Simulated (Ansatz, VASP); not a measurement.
**One calculation of Al2Cu, two programs**

Contents of INCAR:

```
SYSTEM = Al2Cu
PREC     = Accurate       ! precision mode
ENCUT    = 520            ! plane-wave cutoff, eV
EDIFF    = 1E-6           ! SCF threshold, eV
ISMEAR   = 0              ! smearing method
SIGMA    = 0.15           ! smearing width, eV
LREAL    = .FALSE.        ! projectors in reciprocal space
LASPH    = .TRUE.         ! aspherical terms in the spheres
NELM     = 80             ! most SCF steps
ALGO     = Fast           ! electronic algorithm
ISIF     = 2              ! what is computed and relaxed
LWAVE    = .FALSE.        ! write WAVECAR
LCHARG   = .FALSE.        ! write CHGCAR
GGA      = PE             ! functional
NBANDS   = 16             ! bands
```

Contents of KPOINTS:

```
regular mesh
0
G
  14 14 14
  0 0 0
```

File POSCAR:

```
Al2Cu
1.0
   -2.0446004822      2.0446004822      2.8914013846
    2.0446004822     -2.0446004822      2.8914013846
    2.0446004822      2.0446004822     -2.8914013846
Al Cu
2 1
Direct
    0.7435327723      0.2306329011      0.4741656734
    0.2435327723      0.7306329011      0.4741656734
    0.5054919508      0.5164464836      0.0219384344
```

Input for Ansatz:

```yaml
crystal:
  lattice:
    - [-2.0446004822, 2.0446004822, 2.8914013846]
    - [2.0446004822, -2.0446004822, 2.8914013846]
    - [2.0446004822, 2.0446004822, -2.8914013846]
  atoms:
    - { symbol: Al, position: [0.7435327723, 0.2306329011, 0.4741656734] }
    - { symbol: Al, position: [0.2435327723, 0.7306329011, 0.4741656734] }
    - { symbol: Cu, position: [0.5054919508, 0.5164464836, 0.0219384344] }
basis:
  ecutwfc: 520.0
kpoints:
  mp_grid: { grid: [14, 14, 14] }
hamiltonian:
  xc: pbe
  pseudopotentials: { kind: paw, azcp: { folder: soft_1 } }
scf:
  occupations: { method: gaussian, width: 0.15 }
output:
  forces: true
  stress: true
  eigenvalues: true
```

Change from the starting cell: mode 4 frozen in at -0.075 Å and mode 5 at -0.037 Å (largest displacements).

Alike in both runs: task single point; functional PBE; k mesh 14 × 14 × 14; occupations gaussian, width 0.15 eV; no spin polarisation.

|  | VASP | Ansatz |
| --- | --- | --- |
| version | VASP 6.6.1 | Ansatz 0.2.0 |
| potentials or method | VASP PAW PBE potentials, release 64 (Al, Cu), cutoff 520 eV | scalar-relativistic, plane waves, PAW |
| valence electrons in the cell | 17 | 25 |

```tsv
	VASP	Ansatz	Ansatz less VASP
gap on the k mesh at the Fermi level (eV)	none	none	-
pressure (GPa)	1.1	0.8	-0.28
traceless stress, the component that is largest in VASP (GPa)	-0.83	-0.83	-0.001
rms of the force components (eV/Å)	0.453	0.453	+0.0002
```

Atom by atom the forces differ by 0.000 eV/Å (rms over components). A gap of «none» marks a metal or a gap that the smearing closes. With one functional, cell and mesh, what is left measures potentials, basis and numerics. VASP's potentials hold 17 valence electrons a cell and Ansatz's 25, so a difference there can come from the potentials and not from the codes.
